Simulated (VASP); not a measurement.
# Ag (I4/mmm) in VASP: a series of runs, part 2 of 2

VASP 6.6.1. Earlier steps stand in the parts before.

## 4. Single point, r2SCAN (strain +0.025 along x and y, -0.025 along z)

Contents of POSCAR:

```
Ag
1.0
   -1.6751243396      1.6751243396      1.5934109572
    1.6751243396     -1.6751243396      1.5934109572
    1.6751243396      1.6751243396     -1.5934109572
Ag
1
Direct
    0.0000000000      0.0000000000      0.0000000000
```

Contents of INCAR.step1:

```
ALGO = Normal ; EDIFF = 1E-4
ENCUT = 520 ; GGA = PE
ISMEAR = 0 ; LASPH = True
LCHARG = False ; LREAL = False
LWAVE = True ; NBANDS = 12
NELM = 80 ; PREC = Accurate
SIGMA = 0.15
```

Contents of INCAR.step2:

```
ALGO = Normal ; EDIFF = 1E-7
ENCUT = 520 ; ISIF = 2
ISMEAR = 0 ; ISTART = 1
LASPH = True ; LCHARG = False
LMIXTAU = True ; LREAL = False
LWAVE = False ; METAGGA = R2SCAN
NBANDS = 12 ; NELM = 80
PREC = Accurate ; SIGMA = 0.15
```

Contents of KPOINTS:

```
k-points
0
Gamma
  26 26 26
```

Run with:

```console
cat potpaw_PBE.64/Ag/POTCAR > POTCAR
cp INCAR.step1 INCAR
mpirun -np 1 vasp_std > vasp.out
cp INCAR.step2 INCAR
mpirun -np 1 vasp_std > vasp.out
```

Wall time 19 min (1 thread of Oxide Virtual Turin-like, shared host); peak memory 0.35 GiB.

Results (log left out):

```
Free energy            : -21.3236 eV
Pressure               : -2.3 GPa
Band gap on the k mesh : zero (an odd number of electrons rules out a gap without spin polarisation)
```

Stress tensor (GPa, compression positive):
```
-2.19  0.00  0.00
 0.00 -2.19  0.00
 0.00  0.00 -2.60
```

Levels at points of the mesh, in eV from the Fermi level:
| k point | band 3 | band 4 | band 5 | band 6 | band 7 | band 8 | band 9 | band 10 |
| --- | --- | --- | --- | --- | --- | --- | --- | --- |
| (0.00, 0.00, 0.00) | -5.03 | -5.03 | -4.00 | -3.75 | 18.17 | 18.17 | 19.13 | 23.84 |
| (0.50, 0.00, 0.00) | -3.91 | -3.64 | -2.90 | 0.20 | 4.16 | 13.43 | 14.26 | 19.74 |
| (0.50, 0.50, 0.00) | -4.09 | -3.83 | -2.94 | -0.10 | 3.65 | 14.26 | 15.44 | 20.63 |
| (0.50, 0.50, 0.50) | -3.16 | -3.16 | -3.09 | 6.59 | 6.59 | 8.08 | 12.24 | 13.02 |

Caveat: the cell differs from its parent crystal (strain +0.025 along x and y, -0.025 along z); the PAW data sets were made with another functional, which shifts forces and pressure a little.

## 5. Single point, r2SCAN (strain +0.000 along x and y, +0.025 along z)

Contents of POSCAR:

```
Ag
1.0
   -1.6342676484      1.6342676484      1.6751243396
    1.6342676484     -1.6342676484      1.6751243396
    1.6342676484      1.6342676484     -1.6751243396
Ag
1
Direct
    0.0000000000      0.0000000000      0.0000000000
```

Contents of INCAR.step1:

```
  PREC = Accurate
  ENCUT = 520
  ISMEAR = 0
  SIGMA = 0.15
  LREAL = F
  LASPH = T
  NELM = 80
  NBANDS = 12
  GGA = PE
  ALGO = Normal
  EDIFF = 1E-4
  LWAVE = T
  LCHARG = F
```

Contents of INCAR.step2:

```
  PREC = Accurate
  ENCUT = 520
  EDIFF = 1E-6
  ISMEAR = 0
  SIGMA = 0.15
  LREAL = F
  LASPH = T
  NELM = 80
  ALGO = Normal
  ISIF = 2
  LWAVE = F
  LCHARG = F
  METAGGA = R2SCAN
  LMIXTAU = T
  NBANDS = 12
  ISTART = 1
```

Contents of KPOINTS:

```
regular mesh
0
Gamma
  26 26 26
```

Potentials or basis: VASP PAW PBE potentials, release 64 (Ag).

Run with:

```console
cat potpaw_PBE.64/Ag/POTCAR > POTCAR
cp INCAR.step1 INCAR
mpirun -np 1 vasp_std > vasp.out
cp INCAR.step2 INCAR
mpirun -np 1 vasp_std > vasp.out
```

OUTCAR:

```text
PREC = Accurate
   ENCUT = 520
   EDIFF = 1E-6
   ISMEAR = 0
   LREAL = F
   LASPH = T
   NELM = 80
   ISIF = 2
   METAGGA = R2SCAN
   ISTART = 1

 ion  position               nearest neighbor table
   1  0.000  0.000  0.000-

  LATTYP: Found a body centered tetragonal cell.
 ALAT       =     3.2685352968
 C/A-ratio  =     1.0250000000

  Lattice vectors:

 A1 = (  -1.6342676484,   1.6342676484,   1.6751243396)
 A2 = (   1.6342676484,  -1.6342676484,   1.6751243396)
 A3 = (   1.6342676484,   1.6342676484,  -1.6751243396)

Analysis of symmetry for initial positions (statically):
=====================================================================
 Subroutine PRICEL returns:
 Original cell was already a primitive cell.

 Routine SETGRP: Setting up the symmetry group for a
 body centered tetragonal supercell.

 Subroutine GETGRP returns: Found 16 space group operations
 (whereof 16 operations were pure point group operations)
 out of a pool of 16 trial point group operations.

The static configuration has the point symmetry D_4h.

[... 166 lines left out ...]
 k-point     1 :       0.0000    0.0000    0.0000
  band No.  band energies     occupation
      1       0.1959      2.00000
      2       2.6704      2.00000
      3       2.6704      2.00000
      4       2.7743      2.00000
      5       3.8937      2.00000
      6       4.0079      2.00000
      7      26.0281      0.00000
      8      26.4484      0.00000
      9      26.4484      0.00000
     10      31.5840      0.00000
     11      32.2672      0.00000
     12      32.2672      0.00000
[... 331 lines left out ...]
 k-point    24 :       0.3846    0.0385    0.0000
  band No.  band energies     occupation
      1       1.4517      2.00000
      2       2.0792      2.00000
      3       3.8203      2.00000
      4       4.0084      2.00000
      5       4.5984      2.00000
      6       6.3835      2.00000
      7      13.8301      0.00000
      8      21.8692      0.00000
      9      22.9950      0.00000
     10      27.9953      0.00000
     11      29.3242      0.00000
     12      32.9879      0.00000

 [... further k-points ...]

------------------------ aborting loop because EDIFF is reached ----------------------------------------

  FORCE on cell =-STRESS in cart. coord.  units (eV):
  Direction    XX          YY          ZZ          XY          YZ          ZX
  --------------------------------------------------------------------------------------
  -------------------------------------------------------------------------------------
  Total       -0.2788375     -0.2788375     -0.2335116      0.0000000      0.0000000      0.0000000
  in kB      -24.9636667    -24.9636667    -20.9057453      0.0000000      0.0000000      0.0000000
  external PRESSURE =     -23.6110262 kB  Pullay stress =       0.0000000 kB

 VOLUME and BASIS-vectors are now :
 -----------------------------------------------------------------------------
  energy-cutoff  :      520.00
  volume of cell :       17.90
      direct lattice vectors                 reciprocal lattice vectors
    -1.634267648  1.634267648  1.675124340     0.000000000  0.305947438  0.298485305
     1.634267648 -1.634267648  1.675124340     0.305947438  0.000000000  0.298485305
     1.634267648  1.634267648 -1.675124340     0.305947438  0.305947438  0.000000000

 POSITION                                       TOTAL-FORCE (eV/Angst)
 -----------------------------------------------------------------------------------
      0.00000      0.00000      0.00000        -0.000000      0.000000     -0.000000
 -----------------------------------------------------------------------------------
    total drift:                               -0.000000      0.000000      0.000000

  FREE ENERGIE OF THE ION-ELECTRON SYSTEM (eV)
  ---------------------------------------------------
  free  energy   TOTEN  =       -21.3226994115 eV

  energy  without entropy=      -21.3190297090  energy(sigma->0) =      -21.32086456
```

OUTCAR.step1:

```text
PREC = Accurate
   ENCUT = 520
   ISMEAR = 0
   LREAL = F
   LASPH = T
[... 577 lines left out ...]

 POSITION                                       TOTAL-FORCE (eV/Angst)
 -----------------------------------------------------------------------------------
      0.00000      0.00000      0.00000        -0.000000      0.000000     -0.000000
 -----------------------------------------------------------------------------------
    total drift:                               -0.000000     -0.000000      0.000000

  FREE ENERGIE OF THE ION-ELECTRON SYSTEM (eV)
  ---------------------------------------------------
  free  energy   TOTEN  =        -2.6875279906 eV

  energy  without entropy=       -2.6834612758  energy(sigma->0) =       -2.68549463
```

Wall time 21 min (1 thread of Oxide Virtual Turin-like, shared host); peak memory 0.34 GiB.

What came out:

```yaml
Free_energy: -21.3227 eV
Pressure: -2.4 GPa
Band_gap_on_the_k_mesh: zero (an odd number of electrons rules out a gap without spin polarisation)
```

Levels at points of the mesh, in eV from the Fermi level:
| k point | band 3 | band 4 | band 5 | band 6 | band 7 | band 8 | band 9 | band 10 |
| --- | --- | --- | --- | --- | --- | --- | --- | --- |
| (0.00, 0.00, 0.00) | -5.15 | -5.05 | -3.93 | -3.81 | 18.21 | 18.63 | 18.63 | 23.76 |
| (0.50, 0.00, 0.00) | -3.98 | -3.76 | -2.92 | 0.04 | 3.89 | 13.82 | 14.81 | 20.15 |
| (0.50, 0.50, 0.00) | -3.84 | -3.72 | -2.90 | 0.19 | 4.13 | 13.41 | 14.24 | 19.72 |
| (0.50, 0.50, 0.50) | -3.17 | -3.13 | -3.13 | 6.58 | 7.30 | 7.30 | 12.41 | 13.42 |

Caveat: the cell differs from its parent crystal (strain +0.000 along x and y, +0.025 along z); the PAW data sets were made with another functional, which shifts forces and pressure a little.

## 6. Overview

| cell | gap on the mesh (eV) | pressure (GPa) |
| --- | --- | --- |
| a = 2.784 Å, angles 108.1, 108.1, 112.2°, 1 atom | none | 5.9 |
| a = 2.784 Å, angles 110.2, 110.2, 108.1°, 1 atom | none | 5.8 |
| a = 2.855 Å, angles 108.1, 108.1, 112.1°, 1 atom | none | -2.3 |
| a = 2.854 Å, angles 110.1, 110.1, 108.1°, 1 atom | none | -2.4 |

Alike in all rows: task single point; level r2SCAN; potentials or basis VASP PAW PBE potentials, release 64 (Ag); no spin polarisation; k mesh 26 × 26 × 26; cutoff (eV) 520; smearing gaussian 0.15 eV.

Caveats: the PAW data sets were made with another functional, which shifts forces and pressure a little; the cell stands under pressure (at least some runs).

Total energies depend on the potentials used, so only differences within one code and one set of settings carry meaning.
